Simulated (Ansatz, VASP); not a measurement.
# Two plane-wave programs on YNbN3

File INCAR:

```
SYSTEM = YNbN3
  PREC = Accurate
  ENCUT = 520
  EDIFF = 1E-7
  ISMEAR = 0
  SIGMA = 0.1
  LREAL = .False.
  LASPH = .True.
  NELM = 150
  ALGO = Normal
  ISIF = 2
  LWAVE = .False.
  LCHARG = .True.
  ISPIN = 2
  MAGMOM = 0 0 0 0 0 0 0 0 0 0
  LORBIT = 11
  LMAXMIX = 4
  GGA = PE
  LELF = .True.
  LVHAR = .True.
  NBANDS = 54
```

File KPOINTS:

```
Automatic mesh
0
Gamma
  4 4 4
  0 0 0
```

Contents of POSCAR:

```
YNbN3
1.0
    5.9031800600      0.0000000000      0.0000000000
    0.0000000000      5.9031800600      0.0000000000
    0.0000000000      0.0000000000      4.1741786500
Y Nb N
2 2 6
Direct
    0.0000000000      0.5000000000      0.5000000000
    0.5000000000      0.0000000000      0.5000000000
    0.5000000000      0.5000000000      0.0000000000
    0.0000000000      0.0000000000      0.0000000000
    0.7813904000      0.2813904000      0.0000000000
    0.7186096000      0.7813904000      0.0000000000
    0.5000000000      0.5000000000      0.5000000000
    0.2186096000      0.7186096000      0.0000000000
    0.2813904000      0.2186096000      0.0000000000
    0.0000000000      0.0000000000      0.5000000000
```

Input for Ansatz:

```yaml
crystal:
  lattice:
    - [5.90318006, 0.0, 0.0]
    - [0.0, 5.90318006, 0.0]
    - [0.0, 0.0, 4.17417865]
  atoms:
    - { symbol: "Y", position: [0.0, 0.5, 0.5] }
    - { symbol: "Y", position: [0.5, 0.0, 0.5] }
    - { symbol: Nb, position: [0.5, 0.5, 0.0] }
    - { symbol: Nb, position: [0.0, 0.0, 0.0] }
    - { symbol: "N", position: [0.7813904, 0.2813904, 0.0] }
    - { symbol: "N", position: [0.7186096, 0.7813904, 0.0] }
    - { symbol: "N", position: [0.5, 0.5, 0.5] }
    - { symbol: "N", position: [0.2186096, 0.7186096, 0.0] }
    - { symbol: "N", position: [0.2813904, 0.2186096, 0.0] }
    - { symbol: "N", position: [0.0, 0.0, 0.5] }
basis:
  ecutwfc: 420
kpoints:
  mp_grid: { grid: [4, 4, 4] }
hamiltonian:
  xc: pbe
scf:
  occupations: { method: gaussian, width: 0.1 }
  lower_state_search: "off"
output:
  forces: true
  stress: true
  eigenvalues: true
  populations: true
magnetization:
  spin_polarized: true
```

Alike in both runs: task single point; functional PBE; k mesh 4 × 4 × 4; occupations gaussian, width 0.1 eV; collinear spin.

|  | VASP | Ansatz |
| --- | --- | --- |
| version | VASP 6.6.1 | Ansatz 0.2.0 |
| potentials or method | VASP PAW PBE potentials, release 64 (Y_sv, Nb_sv, N), cutoff 520 eV | scalar-relativistic, plane waves, PAW |
| valence electrons in the cell | 78 | 78 |

|  | VASP | Ansatz | Ansatz less VASP |
| --- | --- | --- | --- |
| gap on the k mesh at the Fermi level (eV) | none | none | - |
| pressure (GPa) | -17.0 | -16.7 | +0.25 |
| traceless stress, the component that is largest in VASP (GPa) | 0.86 | 0.86 | +0.003 |
| rms of the force components (eV/Å) | 0.161 | 0.163 | +0.0022 |

Atom by atom the forces differ by 0.002 eV/Å (rms over components). A gap of «none» marks a metal or a gap that the smearing closes. Ansatz's warnings: no starting moments, stability check not made.

The k mesh is coarse, so the values compare programs but aren't converged.
